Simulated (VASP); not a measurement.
SiC:

```
Si C
1.0
     3.09403    0.00000    0.00000
    -1.54702    2.67951    0.00000
     0.00000    0.00000   10.12906
Si C
4 4
Direct
  0.00000 0.00000 0.99985
  0.33333 0.66667 0.24991
  0.00000 0.00000 0.49985
  0.66667 0.33333 0.74991
  0.00000 0.00000 0.18731
  0.33333 0.66667 0.43794
  0.00000 0.00000 0.68731
  0.66667 0.33333 0.93794
```

```yaml
Program: VASP 6.6.1
Task: relaxation of cell and atoms
Functional: LDA
Potentials_or_basis: VASP PAW LDA potentials, release 64 (Si, C)
Cutoff: 600 eV
k_mesh: 12 × 12 × 2
Occupations: fermi-dirac, width 0.02 eV
Spin: no spin polarisation
```

At the start: pressure -7.2 GPa; volume 10.50 Å³/atom.

Problem. Where does the relaxation end?

Solution. Over 6 steps the energy falls by 8.1 meV/atom and the volume is 10.15 Å³/atom (-3.3 %); space group P6_3mc (No. 186, to 0.05 Å).

Step by step:
| step | energy change (eV) | largest force (eV/Å) | pressure (GPa) | volume (Å³) |
| --- | --- | --- | --- | --- |
| 1 | 0.0000 | 0.0119 | -7.24 | 83.97 |
| 2 | 0.0111 | 0.0374 | 8.77 | 78.34 |
| 3 | -0.0648 | 0.0100 | -0.05 | 81.21 |
| 4 | -0.0647 | 0.0105 | 0.10 | 81.15 |
| 5 | -0.0647 | 0.0098 | -0.09 | 81.22 |
| 6 | -0.0648 | 0.0017 | 0.00 | 81.19 |

Final structure:
```yaml
crystal:
  lattice:
    - [3.05938, 0.00000, 0.00000]
    - [-1.52969, 2.64950, 0.00000]
    - [0.00000, 0.00000, 10.01592]
  atoms:
    - { symbol: Si, position: [0.00000, 0.00000, 0.99986] }
    - { symbol: Si, position: [0.33333, 0.66667, 0.24990] }
    - { symbol: Si, position: [0.00000, 0.00000, 0.49986] }
    - { symbol: Si, position: [0.66667, 0.33333, 0.74990] }
    - { symbol: C, position: [0.00000, 0.00000, 0.18729] }
    - { symbol: C, position: [0.33333, 0.66667, 0.43794] }
    - { symbol: C, position: [0.00000, 0.00000, 0.68729] }
    - { symbol: C, position: [0.66667, 0.33333, 0.93794] }
```
